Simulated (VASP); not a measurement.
As: single point with LDA

As:

```
As
1.0
     1.90555    1.10017    3.56030
    -1.90555    1.10017    3.56030
     0.00000   -2.20034    3.56030
As
2
Direct
  0.22600 0.22600 0.22600
  0.77400 0.77400 0.77400
```

```yaml
Program: VASP 6.6.1
Task: single point
Functional: LDA
Potentials_or_basis: VASP PAW LDA potentials, release 64 (As)
Cutoff: 520 eV
k_mesh: 9 × 9 × 9
Occupations: fermi-dirac, width 0.05 eV
Spin: no spin polarisation
```

```
Pressure               : -3.7 GPa
Largest force          : 0.075 eV/Å
Band gap on the k mesh : zero (band 5 reaches 4.95 eV, above the bottom of band 6 at 4.87 eV)
```

Forces on the atoms (eV/Å):
```
As   0.000  0.000  0.075
As   0.000  0.000 -0.075
```

Stress tensor (GPa, compression positive):
```
-3.85  0.00  0.00
 0.00 -3.85  0.00
 0.00  0.00 -3.50
```

Levels at points of the mesh, in eV from the Fermi level:
```tsv
k point	band 3	band 4	band 5	band 6	band 7	band 8
(0.00, 0.00, 0.00)	-2.27	-1.87	-1.87	1.63	2.88	2.88
```

It took 12 s on 1 thread of Intel(R) Xeon(R) 6975P-C (Granite Rapids), with other jobs on the host, peak memory 0.17 GiB.
